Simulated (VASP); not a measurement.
# NaI in VASP: notebook

Runs on NaI. Level: PBEsol. Tasks: single point.

Everything below comes from runs of VASP 6.6.1. Logs are shortened: lines on timing, memory, paths and dates and some standing lists are left out, and cuts for length are marked.

### 1 The cell of the first run

The typed cell holds 2 atoms: a = 4.577 Å, b = 4.577 Å, c = 4.577 Å, α = 60.00°, β = 60.00°, γ = 60.00°.

### 2 Single point, PBEsol

File INCAR:

```
  PREC = Accurate
  ENCUT = 520
  EDIFF = 1E-7
  ISMEAR = 0
  SIGMA = 0.01
  LREAL = F
  LASPH = T
  NELM = 100
  ALGO = Normal
  ISIF = 2
  LWAVE = F
  LCHARG = F
  GGA = PS
  NBANDS = 14
```

File KPOINTS:

```
regular mesh
0
Gamma
  4 4 4
```

File POSCAR:

```
NaI
1.0
    0.0000000000      3.2364000000      3.2364000000
    3.2364000000      0.0000000000      3.2364000000
    3.2364000000      3.2364000000      0.0000000000
Na I
1 1
Direct
   -0.0001479706      0.0067879706      0.0018420294
    0.5179100000      0.5248900000      0.4300800000
```

Potentials or basis: VASP PAW PBE potentials, release 64 (Na_pv, I).

Launch:

```bash
$ cat potpaw_PBE.64/Na_pv/POTCAR potpaw_PBE.64/I/POTCAR > POTCAR
$ mpirun -np 1 vasp_std > vasp.out
```

OUTCAR:

```text
PREC = Accurate
   ENCUT = 520
   EDIFF = 1E-7
   ISMEAR = 0
   LREAL = F
   LASPH = T
   NELM = 100
   ISIF = 2
   GGA = PS

 ion  position               nearest neighbor table
   1  1.000  0.007  0.002-   2 3.07   2 3.07   2 3.13
   2  0.518  0.525  0.430-   1 3.07   1 3.07   1 3.13

  LATTYP: Found a face centered cubic cell.
 ALAT       =     6.4728000000

  Lattice vectors:

 A1 = (   0.0000000000,   3.2364000000,   3.2364000000)
 A2 = (   3.2364000000,   0.0000000000,   3.2364000000)
 A3 = (   3.2364000000,   3.2364000000,   0.0000000000)

Analysis of symmetry for initial positions (statically):
=====================================================================
 Subroutine PRICEL returns:
 Original cell was already a primitive cell.

 Routine SETGRP: Setting up the symmetry group for a
 face centered cubic supercell.

 Subroutine GETGRP returns: Found  1 space group operations
 (whereof  1 operations were pure point group operations)
 out of a pool of 48 trial point group operations.

The static configuration has the point symmetry C_1 .

Analysis of symmetry for dynamics (positions and initial velocities):
=====================================================================
 Subroutine PRICEL returns:
 Original cell was already a primitive cell.

 Routine SETGRP: Setting up the symmetry group for a
 face centered cubic supercell.

 Subroutine GETGRP returns: Found  1 space group operations
 (whereof  1 operations were pure point group operations)
 out of a pool of 48 trial point group operations.

The dynamic configuration has the point symmetry C_1 .

 Subroutine INISYM returns: Found  1 space group operations
 (whereof  1 operations are pure point group operations),
 and found     1 'primitive' translations

----------------------------------------------------------------------------------------

                                     Primitive cell

  volume of cell :      67.7980

  direct lattice vectors                    reciprocal lattice vectors
     0.000000000  3.236400000  3.236400000    -0.154492646  0.154492646  0.154492646
     3.236400000  0.000000000  3.236400000     0.154492646 -0.154492646  0.154492646
     3.236400000  3.236400000  0.000000000     0.154492646  0.154492646 -0.154492646

  length of vectors
     4.576960773  4.576960773  4.576960773     0.267589113  0.267589113  0.267589113

  position of ions in fractional coordinates (direct lattice)
     0.999852029  0.006787971  0.001842029
     0.517910000  0.524890000  0.430080000

  ion indices of the primitive-cell ions
   primitive index   ion index
                 1           1
                 2           2

----------------------------------------------------------------------------------------

 KPOINTS: regular mesh

Automatic generation of k-mesh.
 Grid dimensions read from file:
 generate k-points for:    4    4    4

 Generating k-lattice:

  Cartesian coordinates                     Fractional coordinates (reciprocal lattice)
    -0.038623162  0.038623162  0.038623162     0.250000000  0.000000000  0.000000000
     0.038623162 -0.038623162  0.038623162     0.000000000  0.250000000  0.000000000
     0.038623162  0.038623162 -0.038623162     0.000000000  0.000000000  0.250000000

  Length of vectors
     0.066897278  0.066897278  0.066897278

  Shift w.r.t. Gamma in fractional coordinates (k-lattice)
     0.000000000  0.000000000  0.000000000

 Subroutine IBZKPT returns following result:
 ===========================================

 Found     36 irreducible k-points:

 Following reciprocal coordinates:
            Coordinates               Weight
  0.000000  0.000000  0.000000      1.000000
  0.250000  0.000000  0.000000      2.000000
  0.000000  0.250000  0.000000      2.000000
  0.000000  0.000000  0.250000      2.000000
  0.250000  0.250000  0.250000      2.000000
  0.500000  0.000000  0.000000      1.000000
[... 16 lines left out ...]
  0.250000  0.500000  0.500000      2.000000
  0.500000  0.000000  0.250000      2.000000
 [... further k-points ...]
   k-points           NKPTS =     36   k-points in BZ     NKDIM =     36   number of bands    NBANDS=     14
   number of dos      NEDOS =    301   number of ions     NIONS =      2
   total plane-waves  NPLWV =  46656
   dimension x,y,z NGX =    36 NGY =   36 NGZ =   36
   dimension x,y,z NGXF=    72 NGYF=   72 NGZF=   72
   ions per type =               1   1
   NGX,Y,Z   is equivalent  to a cutoff of  13.08, 13.08, 13.08 a.u.
   NGXF,Y,Z  is equivalent  to a cutoff of  26.15, 26.15, 26.15 a.u.
 SYSTEM =  unknown system
   PREC   = accura    normal or accurate (medium, high low for compatibility)
   ISTART =      0    job   : 0-new  1-cont  2-samecut
   ICHARG =      2    charge: 1-file 2-atom 10-const
   ISPIN  =      1    spin polarized calculation?
   LNONCOLLINEAR =      F non collinear calculations
   LSORBIT =      F    spin-orbit coupling
   LASPH  =      T    aspherical Exc in radial PAW
   ENCUT  =  520.0 eV  38.22 Ry    6.18 a.u.   8.51  8.51  8.51*2*pi/ulx,y,z
   NELM   =    100;   NELMIN=  2; NELMDL= -5     # of ELM steps
   EDIFF  = 0.1E-06   stopping-criterion for ELM
   LREAL  =      F    real-space projection
   EDIFFG = 0.1E-05   stopping-criterion for IOM
   NSW    =      0    number of steps for IOM
   IBRION =     -1    ionic relax: 0-MD 1-quasi-New 2-CG
   NFREE  =      0    steps in history (QN), initial steepest desc. (CG)
   ISIF   =      2    stress and relaxation
   ISYM   =      2    0-nonsym 1-usesym 2-fastsym
   POTIM  = 0.5000    time-step for ionic-motion
   TEBEG  =    0.0;   TEEND  =   0.0 temperature during run
   PSTRESS=    0.0 pullay stress
   NELECT =      14.0000    total number of electrons
   NUPDOWN=      -1.0000    fix difference up-down
   EMIN   =  10.00;   EMAX   =-10.00  energy-range for DOS
   EFERMI =   0.00;   METHOD = LEGACY
   ISMEAR =     0;   SIGMA  =   0.01  broadening in eV -4-tet -1-fermi 0-gaus
   EFERMI_NEDOS =   21; number of points for ismear=-14 and -15
   IALGO  =     38    algorithm
   IMIX   =      4    mixing-type and parameters
     AMIX     =   0.40;   BMIX     =  1.00
     AMIX_MAG =   1.60;   BMIX_MAG =  1.00
  volume/ion in A,a.u.               =      33.90       228.76
  Fermi-wavevector in a.u.,A,eV,Ry     =   0.967636  1.828567 12.739397  0.936319
  Thomas-Fermi vector in A             =   2.097538
   LORBIT       =      0    0 simple, 1 ext, 2 COOP (PROOUT), +10 PAW based schemes
   GGA     = PS    functional components
   LHFCALC =     F    Hartree Fock is set to
   AEXX    =    0.0000 exact exchange contribution
   IVDW    =     0    specifies the selected vdW correction
   LEPSILON=     F    determine dielectric tensor
   LRPA    =     F    only Hartree local field effects (RPA)
 non-spin polarized calculation
 Gauss-broadening in eV      SIGMA  =   0.01
  energy-cutoff  :      520.00
  volume of cell :       67.80
 maximum number of plane-waves:      1850
 NGX is ok and might be reduce to    36
   NGX = 17   NGY = 17   NGZ = 17

 number of electron      14.0000001 magnetization

 Free energy of the ion-electron system (eV)
  ---------------------------------------------------
  ext. energy  EPLUGINS =         0.00000000
  ---------------------------------------------------
  free energy    TOTEN  =        -5.62902029 eV

  energy without entropy =       -5.62902029  energy(sigma->0) =       -5.62902029

 E-fermi :   0.7821     XC(G=0):  -7.8327

 val. band max:        0.7270748415   @ k =   0.0000   0.0000   0.0000
 cond. band min:       4.2352313956   @ k =   0.0000   0.0000   0.0000
 fundamental gap:      3.5081565541
 Fermi energy:         0.7821354220

 k-point     1 :       0.0000    0.0000    0.0000
  band No.  band energies     occupation
      1     -21.5169      2.00000
      2     -21.5144      2.00000
      3     -21.5142      2.00000
      4     -10.3406      2.00000
      5       0.6955      2.00000
      6       0.7047      2.00000
      7       0.7271      2.00000
      8       4.2352      0.00000
      9       8.5584      0.00000
     10       8.5604      0.00000
     11       8.5984      0.00000
     12      10.4760      0.00000
     13      10.4909      0.00000
     14      10.9208      0.00000

 k-point     2 :       0.2500    0.0000    0.0000
  band No.  band energies     occupation
      1     -21.5179      2.00000
      2     -21.5165      2.00000
      3     -21.5145      2.00000
      4     -10.1888      2.00000
      5      -0.6072      2.00000
      6       0.5554      2.00000
      7       0.5781      2.00000
      8       5.5207      0.00000
      9       8.0870      0.00000
     10       8.6308      0.00000
     11       8.6652      0.00000
     12      10.1914      0.00000
     13      10.2491      0.00000
     14      11.0226      0.00000

 k-point     3 :       0.0000    0.2500    0.0000
  band No.  band energies     occupation
      1     -21.5179      2.00000
      2     -21.5165      2.00000
      3     -21.5144      2.00000
      4     -10.1888      2.00000
      5      -0.6072      2.00000
      6       0.5554      2.00000
      7       0.5781      2.00000
      8       5.5207      0.00000
      9       8.0870      0.00000
     10       8.6308      0.00000
     11       8.6652      0.00000
     12      10.1915      0.00000
     13      10.2491      0.00000
     14      11.0226      0.00000
[... 324 lines left out ...]
 k-point    23 :       0.2500    0.5000    0.5000
  band No.  band energies     occupation
      1     -21.5201      2.00000
      2     -21.5167      2.00000
      3     -21.5160      2.00000
      4      -9.9868      2.00000
      5      -1.1273      2.00000
      6      -0.2339      2.00000
      7       0.1865      2.00000
      8       6.1183      0.00000
      9       7.3269      0.00000
     10       8.4481      0.00000
     11       9.4019      0.00000
     12      11.3226      0.00000
     13      13.0192      0.00000
     14      13.4566      0.00000

 k-point    24 :       0.5000    0.0000    0.2500
  band No.  band energies     occupation
      1     -21.5190      2.00000
      2     -21.5185      2.00000
      3     -21.5154      2.00000
      4      -9.9866      2.00000
      5      -1.1358      2.00000
      6      -0.2099      2.00000
      7       0.1713      2.00000
      8       6.1274      0.00000
      9       7.3123      0.00000
     10       8.4538      0.00000
     11       9.3753      0.00000
     12      11.4180      0.00000
     13      13.0160      0.00000
     14      13.4233      0.00000

 [... further k-points ...]

------------------------ aborting loop because EDIFF is reached ----------------------------------------

  FORCE on cell =-STRESS in cart. coord.  units (eV):
  Direction    XX          YY          ZZ          XY          YZ          ZX
  --------------------------------------------------------------------------------------
  -------------------------------------------------------------------------------------
  Total        0.0218101      0.0224106     -0.1046409     -0.0469103      0.0300578      0.0301426
  in kB        0.5154098      0.5295985     -2.4728377     -1.1085671      0.7103159      0.7123183
  external PRESSURE =      -0.4759432 kB  Pullay stress =       0.0000000 kB

 VOLUME and BASIS-vectors are now :
 -----------------------------------------------------------------------------
  energy-cutoff  :      520.00
  volume of cell :       67.80
      direct lattice vectors                 reciprocal lattice vectors
     0.000000000  3.236400000  3.236400000    -0.154492646  0.154492646  0.154492646
     3.236400000  0.000000000  3.236400000     0.154492646 -0.154492646  0.154492646
     3.236400000  3.236400000  0.000000000     0.154492646  0.154492646 -0.154492646

 POSITION                                       TOTAL-FORCE (eV/Angst)
 -----------------------------------------------------------------------------------
      0.02793      3.24188      3.25789        -0.152161     -0.152275      0.092875
      3.09066      3.06807      3.37492         0.152161      0.152275     -0.092875
 -----------------------------------------------------------------------------------
    total drift:                                0.000076      0.000136     -0.000268

  FREE ENERGIE OF THE ION-ELECTRON SYSTEM (eV)
  ---------------------------------------------------
  free  energy   TOTEN  =        -5.6290202899 eV

  energy  without entropy=       -5.6290202899  energy(sigma->0) =       -5.62902029
```

Run time: 13 s. Hardware: 1 thread of Intel Xeon 6975P-C (Granite Rapids), shared host; peak memory 0.21 GiB.

What came out:

```
Free energy            : -5.6290 eV
Pressure               : 0.0 GPa
Largest force          : 0.234 eV/Å
Band gap on the k mesh : 3.51 eV, direct
```

Forces in eV/Å, atoms in the order of the input:
```
Na  -0.152 -0.152  0.093
I    0.152  0.152 -0.093
```

Stress tensor (GPa, compression positive):
```
 0.05 -0.11  0.07
-0.11  0.05  0.07
 0.07  0.07 -0.25
```

Levels at points of the mesh, in eV from the valence-band top:
```tsv
k point	band 3	band 4	band 5	band 6	band 7	band 8	band 9	band 10	band 11	band 12
(0.00, 0.00, 0.00)	-22.24	-11.07	-0.03	-0.02	0.00	3.51	7.83	7.83	7.87	9.75
(0.50, 0.00, 0.00)	-22.24	-10.75	-2.23	-0.31	-0.28	4.94	7.38	7.39	8.68	10.12
(0.00, 0.50, 0.00)	-22.24	-10.75	-2.23	-0.31	-0.28	4.94	7.38	7.39	8.68	10.12
(0.00, 0.00, 0.50)	-22.24	-10.75	-2.21	-0.31	-0.30	4.96	7.37	7.37	8.65	10.17
(0.50, 0.50, 0.50)	-22.24	-10.75	-2.22	-0.31	-0.28	4.94	7.38	7.39	8.67	10.13
(0.50, 0.50, 0.00)	-22.24	-10.67	-1.95	-0.78	-0.76	4.44	5.41	9.71	11.15	11.27
(0.00, 0.50, 0.50)	-22.24	-10.67	-1.95	-0.78	-0.76	4.44	5.41	9.70	11.17	11.25
(0.50, 0.00, 0.50)	-22.24	-10.67	-1.95	-0.78	-0.76	4.44	5.41	9.70	11.17	11.25
```

Caveat: the k points lie up to 0.42 Å⁻¹ apart; the PAW data sets were made with another functional, which shifts forces and pressure a little; spin-orbit coupling is left out, which moves the levels of the heavy elements.

[end of part 1 of 2]
